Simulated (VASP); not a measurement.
Wanted: the native input for a VASP 6.6.1 run.

- Task: single point
- Functional: PBEsol
- Potentials or basis: VASP PAW PBE potentials, release 64 (B, As)
- Cutoff: 520 eV
- k mesh: 14 × 14 × 14
- Occupations: fermi-dirac, width 0.05 eV
- Spin: no spin polarisation
- Dipole correction: no
- Further INCAR settings: ALGO = Normal; EDIFF = 1e-06; NBANDS = 11

The structure of BAs (zincblende type) lies in POSCAR:

```
BAs
1.0
    0.0000000000      2.2129205178      2.2129205178
    2.2129205178      0.0000000000      2.2129205178
    2.2129205178      2.2129205178      0.0000000000
B As
1 1
Direct
    0.0000000000      0.0000000000      0.0000000000
    0.2500000000      0.2500000000      0.2500000000
```

These files were run (other wordings do the same):

INCAR

```
SYSTEM = BAs
PREC = Accurate
ENCUT = 520
EDIFF = 1E-6
ISMEAR = -1
SIGMA = 0.05
LREAL = .False.
LASPH = .True.
NELM = 80
ALGO = Normal
ISIF = 2
LWAVE = .False.
LCHARG = .False.
GGA = PS
NBANDS = 11
```

KPOINTS

```
regular mesh
0
Gamma
  14 14 14
  0 0 0
```

Potentials or basis: VASP PAW PBE potentials, release 64 (B, As).

Run with:

```bash
$ cat potpaw_PBE.64/B/POTCAR potpaw_PBE.64/As/POTCAR > POTCAR
$ mpirun -np 1 vasp_std > vasp.out
```

Results of the run:

```json
{
 "Pressure": "51.3 GPa",
 "Band gap on the k mesh": "0.83 eV (least direct gap 3.58 eV)"
}
```

Caveat: the cell stands under pressure; the PAW data sets were made with another functional, which shifts forces and pressure a little.

Run time: 10 s on 1 thread of Intel(R) Xeon(R) Platinum 8488C (Sapphire Rapids), with other jobs on the host, peak memory 0.15 GiB.
